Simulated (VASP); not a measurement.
Here is a VASP 6.6.1 calculation.

INCAR

```
PREC = Accurate
ENCUT = 520
EDIFF = 1E-6
ISMEAR = 0
SIGMA = 0.1
LREAL = False
LASPH = True
NELM = 100
ALGO = Fast
ISIF = 2
LWAVE = False
LCHARG = False
GGA = PE
NBANDS = 44
```

Contents of KPOINTS:

```
regular mesh
0
Gamma
  6 6 8
```

File POSCAR:

```
BaTa2Tl3
1.0
    6.2834526033      0.0000000000      0.0000000000
   -3.1417263016      5.4416295780      0.0000000000
    0.0000000000      0.0000000000      4.6728898819
Ba Ta Tl
1 2 3
Direct
    0.0000000000      0.0000000000      0.0000000000
    0.3333333333      0.6666666667      0.0000000000
    0.6666666667      0.3333333333      0.0000000000
    0.5000000000      0.0000000000      0.5000000000
    0.5000000000      0.5000000000      0.5000000000
    0.0000000000      0.5000000000      0.5000000000
```

Potentials or basis: VASP PAW PBE potentials, release 64 (Ba_sv, Ta_pv, Tl_d).

Command:

```console
$ cat potpaw_PBE.64/Ba_sv/POTCAR potpaw_PBE.64/Ta_pv/POTCAR potpaw_PBE.64/Tl_d/POTCAR > POTCAR
$ mpirun -np 1 vasp_std > vasp.out
```

Problem. Estimate the pressure.

Solution. 0.2 GPa.

Stress tensor (GPa, compression positive):
```
0.23 0.00 0.00
0.00 0.23 0.00
0.00 0.00 0.04
```
